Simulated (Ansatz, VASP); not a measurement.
Two plane-wave programs on TiC

```
Ti C
1.0
     2.53860    0.00000    0.00000
     0.00000    2.53860    0.00000
     0.00000    0.00000    3.63177
Ti C
1 1
Direct
  0.00000 0.00000 0.00000
  0.50000 0.50000 0.50000
```

Alike in both runs: task relaxation of cell and atoms; functional PBE; k mesh 7 × 7 × 5; no spin polarisation.

```csv
,VASP,Ansatz
version,VASP 6.6.1,Ansatz 0.2.0
potentials or method,"VASP PAW PBE potentials, release 64 (Ti_sv, C), cutoff 600 eV",PAW plane waves
occupations,"fermi-dirac, width 0.1 eV",fermi-dirac
valence electrons in the cell,16,16
```

```tsv
	VASP	Ansatz	Ansatz less VASP
gap on the k mesh at the Fermi level, each at its own relaxed structure (eV)	none	none	-
relaxed volume (Å³/atom)	9.93	9.92	-0.009
relaxed cell length with the largest relative difference (Å)	2.896	2.894	-0.0017
```

A gap of «none» marks a metal or a gap that the smearing closes.

Noted on VASP's run: the volume moved by over 15 % at a fixed basis, so the end points are rough.
